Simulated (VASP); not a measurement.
# Si16O (a cell with a defect) in VASP: notebook

The runs below take Si16O (a cell with a defect) through single point, with PBE.

All numbers are computed with VASP 6.6.1; they aren't measurements. Logs are shortened: lines on timing, memory, paths and dates and some standing lists are left out, and cuts for length are marked.

## 1. The cell of the first run

The cell holds a defect, 17 atoms: a = 7.679 Å, b = 7.679 Å, c = 7.679 Å, α = 60.00°, β = 60.00°, γ = 60.00°.

## 2. Single point, PBE, collinear spin, zero start

File INCAR:

```
PREC     = Accurate       # precision mode
ENCUT    = 520            # plane-wave cutoff, eV
EDIFF    = 1E-6           # SCF threshold, eV
ISMEAR   = -1             # smearing method
SIGMA    = 0.05           # smearing width, eV
LREAL    = Auto         
LASPH    = T              # aspherical terms in the spheres
NELM     = 150            # most SCF steps
ALGO     = Normal         # electronic algorithm
ISIF     = 2              # what is computed and relaxed
LWAVE    = F              # write WAVECAR
LCHARG   = T              # write CHGCAR
ISPIN    = 2              # spin polarisation
MAGMOM   = 0 0 0 0 0 0 0 0 0 0 0 0 0 0 0 0 0 # initial moments
LORBIT   = 11             # projections on sites
GGA      = PE             # functional
LELF     = T              # ELF
LVHAR    = T            
NBANDS   = 53             # bands
```

File KPOINTS:

```
regular mesh
0
Gamma
  2 2 2
```

File POSCAR:

```
Si16O
1.0
    0.0000000000      5.4300000000      5.4300000000
    5.4300000000      0.0000000000      5.4300000000
    5.4300000000      5.4300000000      0.0000000000
Si O
16 1
Direct
   -0.0039134438      0.0023112339      0.0012430939
    0.1257090239      0.1256169429      0.1232780847
    0.0040791897     -0.0160128913      0.4975046041
    0.1519429098      0.0774861878      0.6297697974
    0.0022375691      0.5001012891      0.0013535912
    0.1230939227      0.6264640884      0.1290239411
    0.0382596685      0.4485911602      0.5041528545
    0.1280478821      0.6085082873      0.6274217311
    0.4996961326      0.0157734807     -0.0014088398
    0.6214180479      0.1811418048      0.0847329650
    0.5091344383      0.0467587477      0.4563351750
    0.6282504604      0.1236279926      0.6249907919
    0.4944014733      0.5528913444     -0.0282136280
    0.6278360958      0.6403775322      0.1240791897
    0.5016942910      0.4929097606      0.5000184162
    0.6670257827      0.5770257827      0.6161233886
    0.6844751381      0.8117311234      0.4322467772
```

Potentials or basis: VASP PAW PBE potentials, release 64 (Si, O).

Started as:

```
$ cat potpaw_PBE.64/Si/POTCAR potpaw_PBE.64/O/POTCAR > POTCAR
$ mpirun -np 1 vasp_std > vasp.out
```

OUTCAR:

```text
PREC = Accurate
   ENCUT = 520
   EDIFF = 1E-6
   ISMEAR = -1
   LREAL = Auto
   LASPH = T
   NELM = 150
   ISIF = 2
   ISPIN = 2
   LORBIT = 11
   GGA = PE

 ion  position               nearest neighbor table
   1  0.996  0.002  0.001-   2 2.35   4 2.35   6 2.36  10 2.38
   2  0.126  0.126  0.123-   9 2.35   5 2.35   3 2.35   1 2.35
   3  0.004  0.984  0.498-   2 2.35   4 2.35   8 2.35  12 2.36
   4  0.152  0.077  0.630-  11 2.32   7 2.33   1 2.35   3 2.35
   5  0.002  0.500  0.001-   8 2.35   2 2.35  14 2.35   6 2.35
   6  0.123  0.626  0.129-   5 2.35  13 2.35   1 2.36   7 2.38
   7  0.038  0.449  0.504-   4 2.33  16 2.33   8 2.35   6 2.38
   8  0.128  0.609  0.627-  15 2.34   5 2.35   7 2.35   3 2.35
   9  0.500  0.016  0.999-  12 2.35   2 2.35  14 2.35  10 2.36
  10  0.621  0.181  0.085-  11 2.33  13 2.33   9 2.36   1 2.38
  11  0.509  0.047  0.456-  17 1.66  12 2.31   4 2.32  10 2.33  16 2.95
  12  0.628  0.124  0.625-  11 2.31  15 2.32   9 2.35   3 2.36
  13  0.494  0.553  0.972-  16 2.32  10 2.33   6 2.35  14 2.35
  14  0.628  0.640  0.124-   5 2.35   9 2.35  13 2.35  15 2.36
  15  0.502  0.493  0.500-  16 2.31  12 2.32   8 2.34  14 2.36
  16  0.667  0.577  0.616-  17 1.66  15 2.31  13 2.32   7 2.33  11 2.95
  17  0.684  0.812  0.432-  11 1.66  16 1.66

  LATTYP: Found a face centered cubic cell.
 ALAT       =    10.8600000000

  Lattice vectors:

 A1 = (   0.0000000000,   5.4300000000,   5.4300000000)
 A2 = (   5.4300000000,   0.0000000000,   5.4300000000)
 A3 = (   5.4300000000,   5.4300000000,   0.0000000000)

Analysis of symmetry for initial positions (statically):
=====================================================================
 Subroutine PRICEL returns:
 Original cell was already a primitive cell.

 Routine SETGRP: Setting up the symmetry group for a
 face centered cubic supercell.

 Subroutine GETGRP returns: Found  1 space group operations
 (whereof  1 operations were pure point group operations)
 out of a pool of 48 trial point group operations.

The static configuration has the point symmetry C_1 .

Analysis of symmetry for dynamics (positions and initial velocities):
=====================================================================
 Subroutine PRICEL returns:
 Original cell was already a primitive cell.

 Routine SETGRP: Setting up the symmetry group for a
 face centered cubic supercell.

 Subroutine GETGRP returns: Found  1 space group operations
 (whereof  1 operations were pure point group operations)
 out of a pool of 48 trial point group operations.

The dynamic configuration has the point symmetry C_1 .

Analysis of structural, dynamic, and magnetic symmetry:
=====================================================================
 Subroutine PRICEL returns:
 Original cell was already a primitive cell.

 Routine SETGRP: Setting up the symmetry group for a
 face centered cubic supercell.

 Subroutine GETGRP returns: Found  1 space group operations
 (whereof  1 operations were pure point group operations)
 out of a pool of 48 trial point group operations.

The overall configuration has the point symmetry C_1 .

 Subroutine INISYM returns: Found  1 space group operations
 (whereof  1 operations are pure point group operations),
 and found     1 'primitive' translations

----------------------------------------------------------------------------------------

                                     Primitive cell

  volume of cell :     320.2060

  direct lattice vectors                    reciprocal lattice vectors
     0.000000000  5.430000000  5.430000000    -0.092081031  0.092081031  0.092081031
     5.430000000  0.000000000  5.430000000     0.092081031 -0.092081031  0.092081031
     5.430000000  5.430000000  0.000000000     0.092081031  0.092081031 -0.092081031

  length of vectors
     7.679179644  7.679179644  7.679179644     0.159489025  0.159489025  0.159489025

  position of ions in fractional coordinates (direct lattice)
     0.996086556  0.002311234  0.001243094
     0.125709024  0.125616943  0.123278085
     0.004079190  0.983987109  0.497504604
     0.151942910  0.077486188  0.629769797
     0.002237569  0.500101289  0.001353591
     0.123093923  0.626464088  0.129023941
[... 9 lines left out ...]
     0.667025783  0.577025783  0.616123389
     0.684475138  0.811731123  0.432246777

  ion indices of the primitive-cell ions
   primitive index   ion index
                 1           1
[... 61 lines left out ...]
 SYSTEM =  unknown system
   PREC   = accura    normal or accurate (medium, high low for compatibility)
   ISTART =      0    job   : 0-new  1-cont  2-samecut
   ICHARG =      2    charge: 1-file 2-atom 10-const
   ISPIN  =      2    spin polarized calculation?
   LNONCOLLINEAR =      F non collinear calculations
   LSORBIT =      F    spin-orbit coupling
   LASPH  =      T    aspherical Exc in radial PAW
   ENCUT  =  520.0 eV  38.22 Ry    6.18 a.u.  14.28 14.28 14.28*2*pi/ulx,y,z
   NELM   =    150;   NELMIN=  2; NELMDL= -5     # of ELM steps
   EDIFF  = 0.1E-05   stopping-criterion for ELM
   LREAL  =      T    real-space projection
   EDIFFG = 0.1E-04   stopping-criterion for IOM
   NSW    =      0    number of steps for IOM
   IBRION =     -1    ionic relax: 0-MD 1-quasi-New 2-CG
   NFREE  =      0    steps in history (QN), initial steepest desc. (CG)
   ISIF   =      2    stress and relaxation
   ISYM   =      2    0-nonsym 1-usesym 2-fastsym
   POTIM  = 0.5000    time-step for ionic-motion
   TEBEG  =    0.0;   TEEND  =   0.0 temperature during run
   PSTRESS=    0.0 pullay stress
   NELECT =      70.0000    total number of electrons
   NUPDOWN=      -1.0000    fix difference up-down
   EMIN   =  10.00;   EMAX   =-10.00  energy-range for DOS
   EFERMI =   0.00;   METHOD = LEGACY
   ISMEAR =    -1;   SIGMA  =   0.05  broadening in eV -4-tet -1-fermi 0-gaus
   EFERMI_NEDOS =   21; number of points for ismear=-14 and -15
   IALGO  =     38    algorithm
   IMIX   =      4    mixing-type and parameters
     AMIX     =   0.40;   BMIX     =  1.00
     AMIX_MAG =   1.60;   BMIX_MAG =  1.00
  volume/ion in A,a.u.               =      18.84       127.11
  Fermi-wavevector in a.u.,A,eV,Ry     =   0.986199  1.863645 13.232857  0.972588
  Thomas-Fermi vector in A             =   2.117562
   LORBIT       =     11    0 simple, 1 ext, 2 COOP (PROOUT), +10 PAW based schemes
   GGA     = PE    functional components
   LHFCALC =     F    Hartree Fock is set to
   AEXX    =    0.0000 exact exchange contribution
   IVDW    =     0    specifies the selected vdW correction
   LEPSILON=     F    determine dielectric tensor
   LRPA    =     F    only Hartree local field effects (RPA)
 spin polarized calculation
  energy-cutoff  :      520.00
  volume of cell :      320.21
 maximum number of plane-waves:      8646
 NGX is ok and might be reduce to    60
   NGX = 29   NGY = 29   NGZ = 29

 number of electron      70.0000000 magnetization       0.0000003

 number of electron      70.0000000 magnetization      -0.0000000

 Free energy of the ion-electron system (eV)
  ---------------------------------------------------
  ext. energy  EPLUGINS =         0.00000000
  ---------------------------------------------------
  free energy    TOTEN  =       -92.69485951 eV

  energy without entropy =      -92.69336445  energy(sigma->0) =      -92.69411198

 E-fermi :   6.1362     XC(G=0):  -9.5321

 val. band max:        5.8793963265   @ k =   0.0000   0.0000   0.0000
 cond. band min:       6.3672450638   @ k =   0.0000   0.0000   0.0000
 fundamental gap:      0.4878487373
 Fermi energy:         6.1361642925

 spin component 1

 k-point     1 :       0.0000    0.0000    0.0000
  band No.  band energies     occupation
      1     -14.4453      1.00000
      2      -5.8132      1.00000
      3      -4.3875      1.00000
      4      -3.6918      1.00000
      5      -3.6687      1.00000
      6      -3.3234      1.00000
[... 389 lines left out ...]
     46      10.3379      0.00000
     47      10.4322      0.00000
 Fermi energy:         6.1361642925

 spin component 2

 k-point     1 :       0.0000    0.0000    0.0000
  band No.  band energies     occupation
      1     -14.4454      1.00000
      2      -5.8132      1.00000
      3      -4.3875      1.00000
      4      -3.6918      1.00000
      5      -3.6687      1.00000
      6      -3.3234      1.00000
[... 389 lines left out ...]
     46      10.3379      0.00000
     47      10.4322      0.00000
 [bands above 47 left out]

------------------------ aborting loop because EDIFF is reached ----------------------------------------

  FORCE on cell =-STRESS in cart. coord.  units (eV):
  Direction    XX          YY          ZZ          XY          YZ          ZX
  --------------------------------------------------------------------------------------
  -------------------------------------------------------------------------------------
  Total        8.4970479      9.1271034      8.5619014     -2.4633990     -2.1805576      3.0730441
  in kB       42.5156835     45.6682183     42.8401835    -12.3258209    -10.9106009     15.3762307
  external PRESSURE =      43.6746951 kB  Pullay stress =       0.0000000 kB

 VOLUME and BASIS-vectors are now :
 -----------------------------------------------------------------------------
  energy-cutoff  :      520.00
  volume of cell :      320.21
      direct lattice vectors                 reciprocal lattice vectors
     0.000000000  5.430000000  5.430000000    -0.092081031  0.092081031  0.092081031
     5.430000000  0.000000000  5.430000000     0.092081031 -0.092081031  0.092081031
     5.430000000  5.430000000  0.000000000     0.092081031  0.092081031 -0.092081031

 POSITION                                       TOTAL-FORCE (eV/Angst)
 -----------------------------------------------------------------------------------
      0.01930      5.41550      5.42130        -0.012284      0.005902      0.003956
      1.35150      1.35200      1.36470         0.003780     -0.008720     -0.016430
      8.04450      2.72360      5.36520        -0.015454     -0.015417     -0.001669
      3.84040      4.24470      1.24580         0.000949      0.017967      0.007284
      2.72290      0.01950      2.72770         0.008882     -0.002086     -0.003630
      4.10230      1.36900      4.07010         0.007383     -0.000735     -0.001461
[... 9 lines left out ...]
      6.47880      6.96750      6.75520        -0.012864      0.071364     -0.026573
      6.75480      6.06380      8.12440        -0.048310     -0.007013      0.052696
 -----------------------------------------------------------------------------------
    total drift:                                0.006155      0.006336     -0.002952

  FREE ENERGIE OF THE ION-ELECTRON SYSTEM (eV)
  ---------------------------------------------------
  free  energy   TOTEN  =       -92.6948595130 eV

  energy  without entropy=      -92.6933644478  energy(sigma->0) =      -92.69411198

 total charge

# of ion       s       p       d       tot
------------------------------------------
    1        0.744   0.937   0.000   1.681
    2        0.738   0.960   0.000   1.698
    3        0.740   0.950   0.000   1.690
    4        0.745   0.971   0.000   1.716
    5        0.738   0.960   0.000   1.698
    6        0.744   0.937   0.000   1.681
[... 9 lines left out ...]
   16        0.743   0.945   0.000   1.688
   17        1.576   3.600   0.000   5.176
--------------------------------------------------
tot         13.461  18.897   0.000  32.358

 magnetization (x)

# of ion       s       p       d       tot
------------------------------------------
    1        0.000   0.000   0.000   0.000
    2       -0.000  -0.000   0.000  -0.000
    3        0.000   0.000   0.000   0.000
    4       -0.000  -0.000   0.000  -0.000
    5        0.000   0.000   0.000   0.000
    6       -0.000  -0.000   0.000  -0.000
[... 9 lines left out ...]
   16        0.000   0.000   0.000   0.000
   17        0.000   0.000   0.000   0.000
--------------------------------------------------
tot          0.000   0.000   0.000   0.000
```

It took 20 min on 1 thread of Intel Xeon 8259CL, shared host; peak memory 0.71 GiB.

What came out:

```
Free energy                                           : -92.6949 eV
Pressure                                              : 4.4 GPa
Largest force                                         : 0.086 eV/Å
Band gap on the k mesh                                : 0.49 eV
Net moment                                            : 0.00 μB per cell
Valence electrons inside the program's atomic spheres : Si 1.68, 1.70, 1.69, 1.72, 1.71 (each value once); O 5.18
```

Forces on the atoms (eV/Å):
```
Si  -0.012  0.006  0.004
Si   0.004 -0.009 -0.016
Si  -0.015 -0.015 -0.002
Si   0.001  0.018  0.007
Si   0.009 -0.002 -0.004
Si   0.007 -0.001 -0.001
Si   0.012 -0.018 -0.020
Si   0.001  0.008  0.015
Si  -0.007 -0.011  0.021
Si   0.011  0.009 -0.034
Si   0.045 -0.069  0.026
Si   0.017  0.009 -0.014
Si  -0.014  0.001 -0.010
Si  -0.004  0.022  0.005
Si   0.007 -0.011 -0.003
Si  -0.013  0.071 -0.027
O   -0.048 -0.007  0.053
```

Stress tensor (GPa, compression positive):
```
 4.25 -1.23  1.54
-1.23  4.57 -1.09
 1.54 -1.09  4.28
```

Caveat: the k points lie up to 0.50 Å⁻¹ apart.

(Continued in part 2 of 2.)
